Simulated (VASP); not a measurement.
C: single point with LDA

The system is C.

```
CELL_PARAMETERS angstrom
2.57157 0.00000 0.00000
-1.28578 2.22704 0.00000
0.00000 0.00000 8.39865
ATOMIC_POSITIONS crystal
C 0.66667 0.33333 0.84375
C 0.33333 0.66667 0.34375
C 0.66667 0.33333 0.65625
C 0.33333 0.66667 0.15625
C 0.00000 0.00000 0.90625
C 0.00000 0.00000 0.40625
C 0.00000 0.00000 0.59375
C 0.00000 0.00000 0.09375
```

| Quantity | Value |
| --- | --- |
| Program | VASP 6.6.1 |
| Task | single point |
| Functional | LDA |
| Potentials or basis | VASP PAW LDA potentials, release 64 (C) |
| Cutoff | 520 eV |
| k mesh | 12 × 12 × 4 |
| Occupations | fermi-dirac, width 0.05 eV |
| Spin | no spin polarisation |
| Dipole correction | no |
| Further INCAR settings | ALGO = Normal; EDIFF = 1e-06; NBANDS = 26 |

```yaml
Pressure: -33.3 GPa
Largest_force: 0.296 eV/Å
Band_gap_on_the_k_mesh: 4.22 eV, indirect (least direct gap 5.00 eV)
```

Forces in eV/Å, atoms in the order of the input:
```
C    0.000  0.000  0.296
C    0.000  0.000  0.296
C    0.000  0.000 -0.296
C    0.000  0.000 -0.296
C    0.000  0.000  0.296
C    0.000  0.000  0.296
C    0.000  0.000 -0.296
C    0.000  0.000 -0.296
```

Stress tensor (GPa, compression positive):
```
-36.91   0.00   0.00
  0.00 -36.91   0.00
  0.00   0.00 -26.22
```

Levels at points of the mesh, in eV from the valence-band top:
```
           k point  band 12  band 13  band 14  band 15  band 16  band 17  band 18  band 19  band 20  band 21
(0.00, 0.00, 0.00)    -1.64    -1.64    -0.21     0.00     0.00     5.00     5.00     5.49     6.73     6.73
(0.50, 0.00, 0.00)    -4.74    -4.72    -4.30    -3.49    -2.76     4.28     5.33     5.65     5.78     6.61
(0.00, 0.00, 0.50)    -2.41    -0.63    -0.63    -0.63    -0.63     5.75     5.75     5.75     5.75     6.39
(0.50, 0.00, 0.50)    -5.72    -4.47    -4.47    -3.45    -3.45     4.62     4.62     6.81     6.81     7.24
```

Wall time 21 s on 1 thread of Intel(R) Xeon(R) 6975P-C (Granite Rapids), with other jobs on the host, peak memory 0.17 GiB.

A k mesh can miss the band edges.
